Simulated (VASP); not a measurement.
# CaO (I4/mmm) in VASP: notebook

CaO is run at these levels: r2SCAN; tasks: single point.

Program: VASP 6.6.1. These are calculated values, not measurements. Logs are shortened: lines on timing, memory, paths and dates and some standing lists are left out, and cuts for length are marked.

**1. The cell of the first run**

Symmetry: I4/mmm, No. 139, tetragonal system. The conventional cell has a = 3.602 Å, b = 3.602 Å, c = 4.898 Å, α = 90.00°, β = 90.00°, γ = 90.00°. Ca (site symmetry 4/mmm) has 6 O at 2.45 to 2.55 Å within 3.2 Å. Within 3.2 Å of O (site symmetry 4/mmm) lie 6 Ca at 2.45 to 2.55 Å.

**2. Single point, r2SCAN (strain +0.040 along x and y, +0.000 along z)**

POSCAR

```
CaO
1.0
    0.0000000000      2.5469600000      2.4490000000
    2.5469600000      0.0000000000      2.4490000000
    2.5469600000      2.5469600000      0.0000000000
Ca O
1 1
Direct
    0.0000000000      0.0000000000      0.0000000000
    0.5000000000      0.5000000000      0.5000000000
```

INCAR.step1

```
SYSTEM = CaO
ALGO     = Normal         ! electronic algorithm
EDIFF    = 1E-4           ! SCF threshold, eV
ENCUT    = 520            ! plane-wave cutoff, eV
GGA      = PE             ! functional
ISMEAR   = 0              ! smearing method
LASPH    = .TRUE.         ! aspherical terms in the spheres
LCHARG   = .FALSE.        ! write CHGCAR
LREAL    = .FALSE.        ! projectors in reciprocal space
LWAVE    = .TRUE.         ! write WAVECAR
NBANDS   = 15             ! bands
NELM     = 80             ! most SCF steps
PREC     = Accurate       ! precision mode
SIGMA    = 0.05           ! smearing width, eV
```

INCAR.step2

```
SYSTEM = CaO
ALGO     = Normal         ! electronic algorithm
EDIFF    = 1E-6           ! SCF threshold, eV
ENCUT    = 520            ! plane-wave cutoff, eV
ISIF     = 2              ! what is computed and relaxed
ISMEAR   = 0              ! smearing method
ISTART   = 1            
LASPH    = .TRUE.         ! aspherical terms in the spheres
LCHARG   = .TRUE.         ! write CHGCAR
LELF     = .TRUE.         ! ELF
LMIXTAU  = .TRUE.       
LREAL    = .FALSE.        ! projectors in reciprocal space
LVHAR    = .TRUE.       
LWAVE    = .FALSE.        ! write WAVECAR
METAGGA  = R2SCAN         ! meta-GGA
NBANDS   = 15             ! bands
NELM     = 80             ! most SCF steps
PREC     = Accurate       ! precision mode
SIGMA    = 0.05           ! smearing width, eV
```

KPOINTS

```
k-points
0
G
  8 8 8
  0 0 0
```

Potentials or basis: VASP PAW PBE potentials, release 64 (Ca_sv, O).

The run is started by

```bash
$ cat potpaw_PBE.64/Ca_sv/POTCAR potpaw_PBE.64/O/POTCAR > POTCAR
$ cp INCAR.step1 INCAR
$ mpirun -np 1 vasp_std > vasp.out
$ cp INCAR.step2 INCAR
$ mpirun -np 1 vasp_std > vasp.out
```

OUTCAR:

```text
SYSTEM = CaO
   EDIFF = 1E-6
   ENCUT = 520
   ISIF = 2
   ISMEAR = 0
   ISTART = 1
   LASPH = .TRUE.
   LREAL = .FALSE.
   METAGGA = R2SCAN
   NELM = 80
   PREC = Accurate

 ion  position               nearest neighbor table
   1  0.000  0.000  0.000-   2 2.45   2 2.45   2 2.55   2 2.55   2 2.55   2 2.55
   2  0.500  0.500  0.500-   1 2.45   1 2.45   1 2.55   1 2.55   1 2.55   1 2.55

  LATTYP: Found a body centered tetragonal cell.
 ALAT       =     3.6019453748
 C/A-ratio  =     1.3598207331

  Lattice vectors:

 A1 = (   0.0000000000,  -2.5469600000,  -2.4490000000)
 A2 = (   0.0000000000,   2.5469600000,  -2.4490000000)
 A3 = (   2.5469600000,   0.0000000000,   2.4490000000)

Analysis of symmetry for initial positions (statically):
=====================================================================
 Subroutine PRICEL returns:
 Original cell was already a primitive cell.

 Routine SETGRP: Setting up the symmetry group for a
 body centered tetragonal supercell.

 Subroutine GETGRP returns: Found 16 space group operations
 (whereof 16 operations were pure point group operations)
 out of a pool of 16 trial point group operations.

The static configuration has the point symmetry D_4h.

Analysis of symmetry for dynamics (positions and initial velocities):
=====================================================================
 Subroutine PRICEL returns:
 Original cell was already a primitive cell.

 Routine SETGRP: Setting up the symmetry group for a
 body centered tetragonal supercell.

 Subroutine GETGRP returns: Found 16 space group operations
 (whereof 16 operations were pure point group operations)
 out of a pool of 16 trial point group operations.

The dynamic configuration has the point symmetry D_4h.

 Subroutine INISYM returns: Found 16 space group operations
 (whereof 16 operations are pure point group operations),
 and found     1 'primitive' translations

----------------------------------------------------------------------------------------

                                     Primitive cell

  volume of cell :      31.7734

  direct lattice vectors                    reciprocal lattice vectors
     0.000000000  2.546960000  2.449000000    -0.196312467  0.196312467  0.204164965
     2.546960000  0.000000000  2.449000000     0.196312467 -0.196312467  0.204164965
     2.546960000  2.546960000  0.000000000     0.196312467  0.196312467 -0.204164965

  length of vectors
     3.533356229  3.533356229  3.601945375     0.344616457  0.344616457  0.344616457

  position of ions in fractional coordinates (direct lattice)
     0.000000000  0.000000000  0.000000000
     0.500000000  0.500000000  0.500000000

  ion indices of the primitive-cell ions
   primitive index   ion index
                 1           1
                 2           2

----------------------------------------------------------------------------------------

 KPOINTS: k-points

Automatic generation of k-mesh.
 Grid dimensions read from file:
 generate k-points for:    8    8    8

 Generating k-lattice:

  Cartesian coordinates                     Fractional coordinates (reciprocal lattice)
    -0.024539058  0.024539058  0.025520621     0.125000000  0.000000000  0.000000000
     0.024539058 -0.024539058  0.025520621     0.000000000  0.125000000  0.000000000
     0.024539058  0.024539058 -0.025520621     0.000000000  0.000000000  0.125000000

  Length of vectors
     0.043077057  0.043077057  0.043077057

  Shift w.r.t. Gamma in fractional coordinates (k-lattice)
     0.000000000  0.000000000  0.000000000

 Subroutine IBZKPT returns following result:
 ===========================================

 Found     59 irreducible k-points:

 Following reciprocal coordinates:
            Coordinates               Weight
  0.000000  0.000000  0.000000      1.000000
  0.125000  0.000000  0.000000      8.000000
  0.250000  0.000000  0.000000      8.000000
  0.375000  0.000000  0.000000      8.000000
  0.500000  0.000000  0.000000      4.000000
  0.125000  0.125000  0.000000      2.000000
[... 16 lines left out ...]
  0.250000  0.000000  0.125000     16.000000
  0.375000  0.000000  0.125000     16.000000
 [... further k-points ...]
   k-points           NKPTS =     59   k-points in BZ     NKDIM =     59   number of bands    NBANDS=     15
   number of dos      NEDOS =    301   number of ions     NIONS =      2
   total plane-waves  NPLWV =  21952
   dimension x,y,z NGX =    28 NGY =   28 NGZ =   28
   dimension x,y,z NGXF=    56 NGYF=   56 NGZF=   56
   ions per type =               1   1
   NGX,Y,Z   is equivalent  to a cutoff of  13.17, 13.17, 12.92 a.u.
   NGXF,Y,Z  is equivalent  to a cutoff of  26.35, 26.35, 25.85 a.u.
 SYSTEM =  CaO
   PREC   = accura    normal or accurate (medium, high low for compatibility)
   ISTART =      1    job   : 0-new  1-cont  2-samecut
   ICHARG =      0    charge: 1-file 2-atom 10-const
   ISPIN  =      1    spin polarized calculation?
   LNONCOLLINEAR =      F non collinear calculations
   LSORBIT =      F    spin-orbit coupling
   LASPH  =      T    aspherical Exc in radial PAW
   ENCUT  =  520.0 eV  38.22 Ry    6.18 a.u.   6.57  6.57  6.70*2*pi/ulx,y,z
   NELM   =     80;   NELMIN=  2; NELMDL=  0     # of ELM steps
   EDIFF  = 0.1E-05   stopping-criterion for ELM
   LREAL  =      F    real-space projection
   EDIFFG = 0.1E-04   stopping-criterion for IOM
   NSW    =      0    number of steps for IOM
   IBRION =     -1    ionic relax: 0-MD 1-quasi-New 2-CG
   NFREE  =      0    steps in history (QN), initial steepest desc. (CG)
   ISIF   =      2    stress and relaxation
   ISYM   =      2    0-nonsym 1-usesym 2-fastsym
   POTIM  = 0.5000    time-step for ionic-motion
   TEBEG  =    0.0;   TEEND  =   0.0 temperature during run
   PSTRESS=    0.0 pullay stress
   NELECT =      16.0000    total number of electrons
   NUPDOWN=      -1.0000    fix difference up-down
   EMIN   =  10.00;   EMAX   =-10.00  energy-range for DOS
   EFERMI =   0.00;   METHOD = LEGACY
   ISMEAR =     0;   SIGMA  =   0.05  broadening in eV -4-tet -1-fermi 0-gaus
   EFERMI_NEDOS =   21; number of points for ismear=-14 and -15
   IALGO  =     38    algorithm
   IMIX   =      4    mixing-type and parameters
     AMIX     =   0.40;   BMIX     =  1.00
     AMIX_MAG =   1.60;   BMIX_MAG =  1.00
  volume/ion in A,a.u.               =      15.89       107.21
  Fermi-wavevector in a.u.,A,eV,Ry     =   1.302448  2.461270 23.080535  1.696371
  Thomas-Fermi vector in A             =   2.433516
   LORBIT       =      0    0 simple, 1 ext, 2 COOP (PROOUT), +10 PAW based schemes
   METAGGA = R2SCAN    functional components
   LHFCALC =     F    Hartree Fock is set to
   AEXX    =    0.0000 exact exchange contribution
   IVDW    =     0    specifies the selected vdW correction
   LEPSILON=     F    determine dielectric tensor
   LRPA    =     F    only Hartree local field effects (RPA)
 non-spin polarized calculation
 Gauss-broadening in eV      SIGMA  =   0.05
  energy-cutoff  :      520.00
  volume of cell :       31.77
 maximum number of plane-waves:       881
 NGX is ok and might be reduce to    28
   NGX = 13   NGY = 13   NGZ = 13

 number of electron      15.9999998 magnetization

 Free energy of the ion-electron system (eV)
  ---------------------------------------------------
  ext. energy  EPLUGINS =         0.00000000
  ---------------------------------------------------
  free energy    TOTEN  =       -19.28820068 eV

  energy without entropy =      -19.28820068  energy(sigma->0) =      -19.28820068

 E-fermi :   1.6898     XC(G=0): -10.3783

 val. band max:        1.3532183230   @ k =   0.0000   0.0000   0.0000
 cond. band min:       5.4169186243   @ k =   0.5000   0.5000   0.0000
 fundamental gap:      4.0637003013
 Fermi energy:         1.6897557098

 k-point     1 :       0.0000    0.0000    0.0000
  band No.  band energies     occupation
      1     -38.3369      2.00000
      2     -18.3135      2.00000
      3     -18.3135      2.00000
      4     -18.2754      2.00000
      5     -14.9118      2.00000
      6       1.2998      2.00000
      7       1.2998      2.00000
      8       1.3532      2.00000
      9       5.6587      0.00000
     10       7.7412      0.00000
     11       7.7413      0.00000
     12       7.9581      0.00000
     13       9.0209      0.00000
     14       9.3850      0.00000
     15      16.2140      0.00000

 k-point     2 :       0.1250    0.0000    0.0000
  band No.  band energies     occupation
      1     -38.3289      2.00000
      2     -18.4192      2.00000
      3     -18.3206      2.00000
      4     -18.2916      2.00000
      5     -14.7795      2.00000
      6       0.8443      2.00000
      7       1.1405      2.00000
      8       1.1695      2.00000
      9       6.3044      0.00000
     10       7.7467      0.00000
     11       7.9822      0.00000
     12       8.1159      0.00000
     13       9.3096      0.00000
     14       9.6930      0.00000
     15      16.6582      0.00000

 k-point     3 :       0.2500    0.0000    0.0000
  band No.  band energies     occupation
      1     -38.3097      2.00000
      2     -18.6741      2.00000
      3     -18.3378      2.00000
      4     -18.3017      2.00000
      5     -14.4880      2.00000
      6      -0.0312      2.00000
      7       0.7914      2.00000
      8       0.8020      2.00000
      9       7.6227      0.00000
     10       7.8546      0.00000
     11       8.6099      0.00000
     12       8.6664      0.00000
     13      10.0203      0.00000
     14      10.4384      0.00000
     15      16.6317      0.00000
[... 343 lines left out ...]
 k-point    23 :       0.2500    0.0000    0.1250
  band No.  band energies     occupation
      1     -38.3117      2.00000
      2     -18.5888      2.00000
      3     -18.3476      2.00000
      4     -18.3174      2.00000
      5     -14.5913      2.00000
      6       0.0614      2.00000
      7       0.9337      2.00000
      8       1.0254      2.00000
      9       7.1427      0.00000
     10       7.4280      0.00000
     11       8.7543      0.00000
     12       8.8942      0.00000
     13       9.8150      0.00000
     14      10.3358      0.00000
     15      17.1870      0.00000

 k-point    24 :       0.3750    0.0000    0.1250
  band No.  band energies     occupation
      1     -38.2925      2.00000
      2     -18.7981      2.00000
      3     -18.3698      2.00000
      4     -18.3331      2.00000
      5     -14.3562      2.00000
      6      -0.4638      2.00000
      7       0.5259      2.00000
      8       0.6904      2.00000
      9       7.4817      0.00000
     10       8.5930      0.00000
     11       9.3528      0.00000
     12       9.4926      0.00000
     13      10.5988      0.00000
     14      11.0499      0.00000
     15      15.8822      0.00000

 [... further k-points ...]

------------------------ aborting loop because EDIFF is reached ----------------------------------------

  FORCE on cell =-STRESS in cart. coord.  units (eV):
  Direction    XX          YY          ZZ          XY          YZ          ZX
  --------------------------------------------------------------------------------------
  -------------------------------------------------------------------------------------
  Total       -2.4716730     -2.4716730     -1.8450800      0.0000000     -0.0000000      0.0000000
  in kB     -124.6345856   -124.6345856    -93.0385119      0.0000000     -0.0000000      0.0000000
  external PRESSURE =    -114.1025610 kB  Pullay stress =       0.0000000 kB

 VOLUME and BASIS-vectors are now :
 -----------------------------------------------------------------------------
  energy-cutoff  :      520.00
  volume of cell :       31.77
      direct lattice vectors                 reciprocal lattice vectors
     0.000000000  2.546960000  2.449000000    -0.196312467  0.196312467  0.204164965
     2.546960000  0.000000000  2.449000000     0.196312467 -0.196312467  0.204164965
     2.546960000  2.546960000  0.000000000     0.196312467  0.196312467 -0.204164965

 POSITION                                       TOTAL-FORCE (eV/Angst)
 -----------------------------------------------------------------------------------
      0.00000      0.00000      0.00000        -0.000000     -0.000000     -0.000000
      2.54696      2.54696      2.44900         0.000000      0.000000      0.000000
 -----------------------------------------------------------------------------------
    total drift:                                0.000000      0.000000      0.000000

  FREE ENERGIE OF THE ION-ELECTRON SYSTEM (eV)
  ---------------------------------------------------
  free  energy   TOTEN  =       -19.2882006827 eV

  energy  without entropy=      -19.2882006827  energy(sigma->0) =      -19.28820068
```

It took 53 s on 1 thread of Intel Xeon 6975P-C (Granite Rapids), shared host; peak memory 0.18 GiB.

Results:

```
Free energy            : -19.2882 eV
Pressure               : -11.4 GPa
Band gap on the k mesh : 4.06 eV, indirect (least direct gap 4.31 eV)
```

Levels at points of the mesh, in eV from the valence-band top:
```
           k point  band 6  band 7  band 8  band 9  band 10  band 11
(0.00, 0.00, 0.00)   -0.05   -0.05    0.00    4.31     6.39     6.39
(0.50, 0.00, 0.00)   -2.34   -1.00   -0.99    7.02     8.13     8.26
(0.50, 0.50, 0.00)   -1.23   -0.48   -0.48    4.06     7.80     8.81
(0.50, 0.00, 0.50)   -1.41   -0.41   -0.38    4.19     7.72     8.85
```

Caveat: the cell differs from its parent crystal (strain +0.040 along x and y, +0.000 along z); the PAW data sets were made with another functional, which shifts forces and pressure a little. A k mesh can miss the band edges.

**3. Single point, r2SCAN (strain +0.080 along x and y, -0.040 along z)**

POSCAR

```
CaO
1.0
    0.0000000000      2.6449200000      2.3510400000
    2.6449200000      0.0000000000      2.3510400000
    2.6449200000      2.6449200000      0.0000000000
Ca O
1 1
Direct
    0.0000000000      0.0000000000      0.0000000000
    0.5000000000      0.5000000000      0.5000000000
```

INCAR.step1

```
SYSTEM = CaO
ALGO = Normal
EDIFF = 1E-4
ENCUT = 520
GGA = PE
ISMEAR = 0
LASPH = .TRUE.
LCHARG = .FALSE.
LREAL = .FALSE.
LWAVE = .TRUE.
NBANDS = 15
NELM = 80
PREC = Accurate
SIGMA = 0.05
```

INCAR.step2

```
SYSTEM = CaO
ALGO = Normal
EDIFF = 1E-6
ENCUT = 520
ISIF = 2
ISMEAR = 0
ISTART = 1
LASPH = .TRUE.
LCHARG = .FALSE.
LMIXTAU = .TRUE.
LREAL = .FALSE.
LWAVE = .FALSE.
METAGGA = R2SCAN
NBANDS = 15
NELM = 80
PREC = Accurate
SIGMA = 0.05
```

KPOINTS is that of step 2.

Potentials or basis: VASP PAW PBE potentials, release 64 (Ca_sv, O).

The run is started by

```bash
$ cat potpaw_PBE.64/Ca_sv/POTCAR potpaw_PBE.64/O/POTCAR > POTCAR
$ cp INCAR.step1 INCAR
$ mpirun -np 1 vasp_std > vasp.out
$ cp INCAR.step2 INCAR
$ mpirun -np 1 vasp_std > vasp.out
```

Run time: 50 s. Hardware: 1 thread of Intel Xeon 6975P-C (Granite Rapids), shared host; peak memory 0.18 GiB.

The run converged. Its results:

```yaml
Free_energy: -19.1420 eV
Pressure: -11.2 GPa
Band_gap_on_the_k_mesh: 3.79 eV, direct
```

Stress tensor (GPa, compression positive):
```
-14.44   0.00   0.00
  0.00 -14.44   0.00
  0.00   0.00  -4.82
```

Levels at points of the mesh, in eV from the valence-band top:
```
           k point  band 5  band 6  band 7  band 8  band 9  band 10  band 11  band 12
(0.00, 0.00, 0.00)  -16.31   -0.17   -0.17    0.00    3.79     6.17     6.17     6.76
(0.50, 0.00, 0.00)  -15.51   -2.36   -1.10   -1.05    6.77     7.75     8.11     8.13
(0.50, 0.50, 0.00)  -16.10   -1.05   -0.67   -0.67    3.83     7.68     8.60     9.05
(0.50, 0.00, 0.50)  -16.13   -1.57   -0.45   -0.34    4.27     7.25     8.67     8.81
```

Caveat: the cell differs from its parent crystal (strain +0.080 along x and y, -0.040 along z); the PAW data sets were made with another functional, which shifts forces and pressure a little. A k mesh can miss the band edges.

**4. Single point, r2SCAN (strain +0.080 along x and y, +0.000 along z)**

POSCAR

```
CaO
1.0
    0.0000000000      2.6449200000      2.4490000000
    2.6449200000      0.0000000000      2.4490000000
    2.6449200000      2.6449200000      0.0000000000
Ca O
1 1
Direct
    0.0000000000      0.0000000000      0.0000000000
    0.5000000000      0.5000000000      0.5000000000
```

Edit INCAR.step1 of step 3 so:

```diff
@@ -11,3 +11,3 @@
 NBANDS = 15
-NELM = 80
+NELM = 100
 PREC = Accurate
```

Edit INCAR.step2 of step 3 so:

```diff
@@ -2,3 +2,3 @@
 ALGO = Normal
-EDIFF = 1E-6
+EDIFF = 1E-7
 ENCUT = 520
@@ -14,3 +14,3 @@
 NBANDS = 15
-NELM = 80
+NELM = 100
 PREC = Accurate
```

KPOINTS is that of step 3.

The run is started by

```bash
$ cat potpaw_PBE.64/Ca_sv/POTCAR potpaw_PBE.64/O/POTCAR > POTCAR
$ cp INCAR.step1 INCAR
$ mpirun -np 1 vasp_std > vasp.out
$ cp INCAR.step2 INCAR
$ mpirun -np 1 vasp_std > vasp.out
```

Wall time 64 s (1 thread of Intel Xeon 6975P-C (Granite Rapids), shared host); peak memory 0.18 GiB.

Results (log left out):

```
Free energy            : -19.0676 eV
Pressure               : -14.6 GPa
Band gap on the k mesh : 3.72 eV, direct
```

Stress tensor (GPa, compression positive):
```
-15.81   0.00   0.00
  0.00 -15.81   0.00
  0.00   0.00 -12.22
```

Levels at points of the mesh, in eV from the valence-band top:
```
           k point  band 4  band 5  band 6  band 7  band 8  band 9  band 10  band 11  band 12  band 13
(0.00, 0.00, 0.00)  -19.97  -16.16   -0.07   -0.07    0.00    3.72     6.13     6.13     6.50     7.20
(0.50, 0.00, 0.00)  -20.02  -15.54   -2.20   -0.93   -0.90    6.65     7.57     7.88     7.90     9.19
(0.50, 0.50, 0.00)  -20.18  -15.96   -1.14   -0.54   -0.54    3.95     7.35     8.38     8.82     8.82
(0.50, 0.00, 0.50)  -20.09  -15.97   -1.43   -0.39   -0.37    4.21     7.16     8.48     8.56     8.96
```

Caveat: the cell differs from its parent crystal (strain +0.080 along x and y, +0.000 along z); the PAW data sets were made with another functional, which shifts forces and pressure a little.

(Part 1 of 2 ends here.)
